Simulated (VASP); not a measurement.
## Ag: single point with PBE

Crystal: Ag.

```
CELL_PARAMETERS angstrom
2.58108 0.00000 0.00000
-1.29054 2.23528 0.00000
0.00000 0.00000 4.24439
ATOMIC_POSITIONS crystal
Ag 0.33333 0.66667 0.25000
Ag 0.66667 0.33333 0.75000
```

This isn't the form of Ag at room conditions, which is fcc.

```json
{
  "Program": "VASP 6.6.1",
  "Task": "single point",
  "Functional": "PBE",
  "Potentials or basis": "VASP PAW PBE potentials, release 64 (Ag)",
  "Cutoff": "520 eV",
  "k mesh": "17 × 17 × 9",
  "Occupations": "fermi-dirac, width 0.08 eV",
  "Spin": "no spin polarisation",
  "Dipole correction": "no",
  "Further INCAR settings": "ALGO = Normal; EDIFF = 1e-06; NBANDS = 18"
}
```

* Pressure: 99.1 GPa
* Band gap on the k mesh: zero (bands 11 and 12 overlap by 8.72 eV)

Levels at points of the mesh, in eV from the Fermi level:
| k point | band 9 | band 10 | band 11 | band 12 | band 13 | band 14 |
| --- | --- | --- | --- | --- | --- | --- |
| (0.00, 0.00, 0.00) | -5.37 | -3.63 | -3.63 | -1.67 | 5.57 | 15.94 |

Wall time 62 s on 1 thread of Intel Xeon 8259CL (shared host), peak memory 0.18 GiB.

Caveat: the cell stands under pressure.
